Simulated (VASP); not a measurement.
# Si2W (I4/mmm) in VASP: further runs, part 2 of 2

VASP 6.6.1. The steps go on from the part before.

**4. Single point, PBE**

INCAR reads:

```
SYSTEM = Si2W
ALGO = Normal
EDIFF = 1E-6
ENCUT = 520
GGA = PE
ISIF = 2
ISMEAR = 0
LASPH = .True.
LCHARG = .False.
LREAL = .False.
LWAVE = .False.
NBANDS = 18
NELM = 100
PREC = Accurate
SIGMA = 0.028000000000000004
```

KPOINTS reads:

```
k-points
0
Gamma
  12 12 12
  0 0 0
```

POSCAR reads:

```
Si2W
1.0
   -1.6069000000      1.6069000000      3.9149500000
    1.6069000000     -1.6069000000      3.9149500000
    1.6069000000      1.6069000000     -3.9149500000
W Si
1 2
Direct
    0.0000000000      0.0000000000      0.0000000000
    0.6653000000      0.6653000000      0.0000000000
    0.3347000000      0.3347000000      0.0000000000
```

Potentials or basis: VASP PAW PBE potentials, release 64 (W_sv, Si).

Command:

```bash
cat potpaw_PBE.64/W_sv/POTCAR potpaw_PBE.64/Si/POTCAR > POTCAR
mpirun -np 1 vasp_std > vasp.out
```

OUTCAR:

```text
SYSTEM = Si2W
   EDIFF = 1E-6
   ENCUT = 520
   GGA = PE
   ISIF = 2
   ISMEAR = 0
   LASPH = .True.
   LREAL = .False.
   NELM = 100
   PREC = Accurate

 ion  position               nearest neighbor table
   1  0.000  0.000  0.000-   2 2.62   2 2.62   2 2.62   3 2.62   2 2.62   3 2.62   3 2.62   3 2.62
                             2 2.62   3 2.62
   2  0.665  0.665  0.000-   3 2.59   1 2.62   1 2.62   1 2.62   1 2.62   1 2.62   3 2.63   3 2.63
                             3 2.63   3 2.63
   3  0.335  0.335  0.000-   2 2.59   1 2.62   1 2.62   1 2.62   1 2.62   1 2.62   2 2.63   2 2.63
                             2 2.63   2 2.63

  LATTYP: Found a body centered tetragonal cell.
 ALAT       =     3.2138000000
 C/A-ratio  =     2.4363370465

  Lattice vectors:

 A1 = (  -1.6069000000,   1.6069000000,   3.9149500000)
 A2 = (   1.6069000000,  -1.6069000000,   3.9149500000)
 A3 = (   1.6069000000,   1.6069000000,  -3.9149500000)

Analysis of symmetry for initial positions (statically):
=====================================================================
 Subroutine PRICEL returns:
 Original cell was already a primitive cell.

 Routine SETGRP: Setting up the symmetry group for a
 body centered tetragonal supercell.

 Subroutine GETGRP returns: Found 16 space group operations
 (whereof 16 operations were pure point group operations)
 out of a pool of 16 trial point group operations.

The static configuration has the point symmetry D_4h.

Analysis of symmetry for dynamics (positions and initial velocities):
=====================================================================
 Subroutine PRICEL returns:
 Original cell was already a primitive cell.

 Routine SETGRP: Setting up the symmetry group for a
 body centered tetragonal supercell.

 Subroutine GETGRP returns: Found 16 space group operations
 (whereof 16 operations were pure point group operations)
 out of a pool of 16 trial point group operations.

The dynamic configuration has the point symmetry D_4h.

 Subroutine INISYM returns: Found 16 space group operations
[... 120 lines left out ...]
  volume/ion in A,a.u.               =      13.48        90.96
  Fermi-wavevector in a.u.,A,eV,Ry     =   1.336476  2.525573 24.302284  1.786167
  Thomas-Fermi vector in A             =   2.465099
   LORBIT       =      0    0 simple, 1 ext, 2 COOP (PROOUT), +10 PAW based schemes
   GGA     = PE    functional components
   LHFCALC =     F    Hartree Fock is set to
   AEXX    =    0.0000 exact exchange contribution
   IVDW    =     0    specifies the selected vdW correction
   LEPSILON=     F    determine dielectric tensor
   LRPA    =     F    only Hartree local field effects (RPA)
 non-spin polarized calculation
 Gauss-broadening in eV      SIGMA  =   0.03
  energy-cutoff  :      520.00
  volume of cell :       40.44
 maximum number of plane-waves:      1118
 NGX is ok and might be reduce to    36
   NGX = 17   NGY = 17   NGZ = 17

 number of electron      21.9999999 magnetization

 Free energy of the ion-electron system (eV)
  ---------------------------------------------------
  ext. energy  EPLUGINS =         0.00000000
  ---------------------------------------------------
  free energy    TOTEN  =       -24.80835255 eV

  energy without entropy =      -24.80825897  energy(sigma->0) =      -24.80830576

 E-fermi :  11.9978     XC(G=0): -12.5286

 val. band max:       11.9898383458   @ k =  -0.4167  -0.4167   0.3333
 cond. band min:      12.0158536909   @ k =  -0.4167  -0.4167   0.4167
 fundamental gap:      0.0260153451
 Fermi energy:        11.9977780148

 k-point     1 :       0.0000    0.0000    0.0000
  band No.  band energies     occupation
      1     -61.8945      2.00000
      2     -26.1514      2.00000
      3     -26.1373      2.00000
      4     -26.1373      2.00000
      5      -2.1173      2.00000
      6       5.1044      2.00000
[... 481 lines left out ...]
      5       0.9653      2.00000
      6       3.6478      2.00000
[... 10 lines left out ...]
     17      19.0354      0.00000
     18      20.3217      0.00000

 [... further k-points ...]

------------------------ aborting loop because EDIFF is reached ----------------------------------------

  FORCE on cell =-STRESS in cart. coord.  units (eV):
  Direction    XX          YY          ZZ          XY          YZ          ZX
  --------------------------------------------------------------------------------------
  -------------------------------------------------------------------------------------
  Total        0.7983544      0.7983544      0.9372765      0.0000000     -0.0000000      0.0000000
  in kB       31.6331454     31.6331454     37.1376473      0.0000000     -0.0000000      0.0000000
  external PRESSURE =      33.4679794 kB  Pullay stress =       0.0000000 kB

 VOLUME and BASIS-vectors are now :
 -----------------------------------------------------------------------------
  energy-cutoff  :      520.00
  volume of cell :       40.44
      direct lattice vectors                 reciprocal lattice vectors
    -1.606900000  1.606900000  3.914950000     0.000000000  0.311158131  0.127715552
     1.606900000 -1.606900000  3.914950000     0.311158131  0.000000000  0.127715552
     1.606900000  1.606900000 -3.914950000     0.311158131  0.311158131  0.000000000

 POSITION                                       TOTAL-FORCE (eV/Angst)
 -----------------------------------------------------------------------------------
      0.00000      0.00000      0.00000         0.000000      0.000000      0.000000
      0.00000      0.00000      5.20923        -0.000000     -0.000000      0.084089
      0.00000      0.00000      2.62067         0.000000      0.000000     -0.084089
 -----------------------------------------------------------------------------------
    total drift:                               -0.000000     -0.000000      0.000000

  FREE ENERGIE OF THE ION-ELECTRON SYSTEM (eV)
  ---------------------------------------------------
  free  energy   TOTEN  =       -24.8083525493 eV

  energy  without entropy=      -24.8082589675  energy(sigma->0) =      -24.80830576
```

OSZICAR:

```text
N       E                     dE             d eps       ncg     rms          rms(c)
DAV:   1     0.131566919820E+03    0.13157E+03   -0.10937E+04  5868   0.124E+03
DAV:   2    -0.210025927114E+02   -0.15257E+03   -0.14887E+03  6752   0.321E+02
DAV:   3    -0.256303922708E+02   -0.46278E+01   -0.45658E+01  7310   0.501E+01
DAV:   4    -0.256724739369E+02   -0.42082E-01   -0.42034E-01  7026   0.497E+00
DAV:   5    -0.256729062500E+02   -0.43231E-03   -0.43230E-03  6930   0.548E-01    0.254E+01
DAV:   6    -0.249096658994E+02    0.76324E+00   -0.34758E+00  6296   0.132E+01    0.877E+00
DAV:   7    -0.248306930280E+02    0.78973E-01   -0.22100E-01  6244   0.265E+00    0.452E+00
DAV:   8    -0.248088436096E+02    0.21849E-01   -0.42113E-02  6652   0.162E+00    0.331E-01
DAV:   9    -0.248084424211E+02    0.40119E-03   -0.10209E-03  6742   0.257E-01    0.194E-01
DAV:  10    -0.248083579187E+02    0.84502E-04   -0.26260E-04  7030   0.139E-01    0.396E-02
DAV:  11    -0.248083521759E+02    0.57428E-05   -0.35523E-05  6734   0.425E-02    0.175E-02
DAV:  12    -0.248083525493E+02   -0.37338E-06   -0.15051E-06  4670   0.824E-03
   1 F= -.24808353E+02 E0= -.24808306E+02  d E =-.935818E-04
```

It took 3.4 min on 1 thread of Intel Xeon 8259CL, shared host; peak memory 0.28 GiB.

What came out:

| Quantity | Value |
| --- | --- |
| Free energy | -24.8084 eV |
| Pressure | 3.3 GPa |
| Largest force | 0.084 eV/Å |
| Band gap on the k mesh | zero (bands 11 and 12 overlap by 1.30 eV) |

Forces in eV/Å, atoms in the order of the input:
```
W    0.000  0.000  0.000
Si   0.000  0.000  0.084
Si   0.000  0.000 -0.084
```

Caveat: the cell stands under pressure; spin-orbit coupling is left out, which moves the levels of the heavy elements.

**5. Overview**

| smearing | gap on the mesh (eV) | pressure (GPa) | largest force (eV/Å) |
| --- | --- | --- | --- |
| gaussian 0.026 eV | none | 3.3 | 0.08 |
| gaussian 0.027 eV | none | 3.4 | 0.08 |
| gaussian 0.028 eV | none | 3.3 | 0.08 |

Alike in all rows: task single point; level PBE; potentials or basis VASP PAW PBE potentials, release 64 (W_sv, Si); no spin polarisation; cell as given; k mesh 12 × 12 × 12; cutoff (eV) 520.

Caveats: the cell stands under pressure; spin-orbit coupling is left out, which moves the levels of the heavy elements.

Absolute energies hang on the potentials; compare differences alone.

The gap in the log of VASP goes by the Fermi energy; the results here count the filled bands.